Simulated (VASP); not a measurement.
Li2O: single point with PBEsol

Li2O:

```
Li O
1.0
     0.00000    2.28993    2.28993
     2.28993    0.00000    2.28993
     2.28993    2.28993    0.00000
Li O
2 1
Direct
  0.25000 0.25000 0.25000
  0.75000 0.75000 0.75000
  0.00000 0.00000 0.00000
```

```
Program             : VASP 6.6.1
Task                : single point
Functional          : PBEsol
Potentials or basis : VASP PAW PBE potentials, release 64 (Li_sv, O)
Cutoff              : 750 eV
k mesh              : 14 × 14 × 14
Occupations         : fermi-dirac, width 0.05 eV
Spin                : no spin polarisation
```

- Pressure: 0.1 GPa
- Band gap on the k mesh: 4.87 eV, indirect (least direct gap 5.35 eV)

Levels at points of the mesh, in eV from the valence-band top:
```tsv
k point	band 3	band 4	band 5	band 6	band 7	band 8	band 9	band 10
(0.00, 0.00, 0.00)	-15.40	0.00	0.00	0.00	5.35	11.95	11.95	11.95
(0.50, 0.00, 0.00)	-15.17	-2.87	-0.46	-0.46	9.25	9.98	12.06	12.06
(0.50, 0.50, 0.00)	-15.12	-1.64	-1.45	-1.45	4.87	13.65	13.65	14.96
```

It took 27 s on 1 thread of Intel(R) Xeon(R) 6975P-C (Granite Rapids), on a shared host, peak memory 0.19 GiB.

Caveat: the PAW data sets were made with another functional, which shifts forces and pressure a little. A k mesh can miss the band edges.
